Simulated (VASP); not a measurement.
Write the native input for VASP 6.6.1 that does the following.

- Task: single point
- Functional: PBEsol
- Dispersion: D3(BJ)
- Potentials or basis: VASP PAW PBE potentials, release 64 (C)
- Cutoff: 520 eV
- k mesh: 21 × 21 × 8
- Occupations: gaussian, width 0.15 eV
- Spin: no spin polarisation
- Dipole correction: no
- Further INCAR settings: ALGO = Normal; EDIFF = 1e-07; NBANDS = 16

The structure of C lies in POSCAR:

```
C
1.0
    2.3975832587      0.0000000000      0.0000000000
   -1.1987916294      2.0763680097      0.0000000000
    0.0000000000      0.0000000000      6.4183001207
C
4
Direct
    0.0000000000      0.0000000000      0.0025000000
    0.0000000000      0.0000000000      0.5025000000
    0.3333333333      0.6666666667      0.0025000000
    0.6666666667      0.3333333333      0.5025000000
```

One way to write it, as run:

INCAR

```
SYSTEM = C
PREC = Accurate
ENCUT = 520
EDIFF = 1E-7
ISMEAR = 0
SIGMA = 0.15
LREAL = .FALSE.
LASPH = .TRUE.
NELM = 80
ALGO = Normal
ISIF = 2
LWAVE = .FALSE.
LCHARG = .FALSE.
GGA = PS
IVDW = 12
NBANDS = 16
```

KPOINTS

```
regular mesh
0
G
  21 21 8
  0 0 0
```

Potentials or basis: VASP PAW PBE potentials, release 64 (C).

Run with:

```bash
$ cat potpaw_PBE.64/C/POTCAR > POTCAR
$ mpirun -np 1 vasp_std > vasp.out
```

It gave:

| Quantity | Value |
| --- | --- |
| Pressure | 26.9 GPa |
| Band gap on the k mesh | zero (bands 8 and 9 overlap by 0.05 eV) |
| Dispersion energy per atom | -0.113 eV |

Caveat: the stress differs along the axes, from 1 to 40 GPa; the PAW data sets were made with another functional, which shifts forces and pressure a little.

Wall time 41 s on 1 thread of AMD EPYC 9R45 96-Core Processor (Zen 5), with other jobs on the host, peak memory 0.19 GiB.
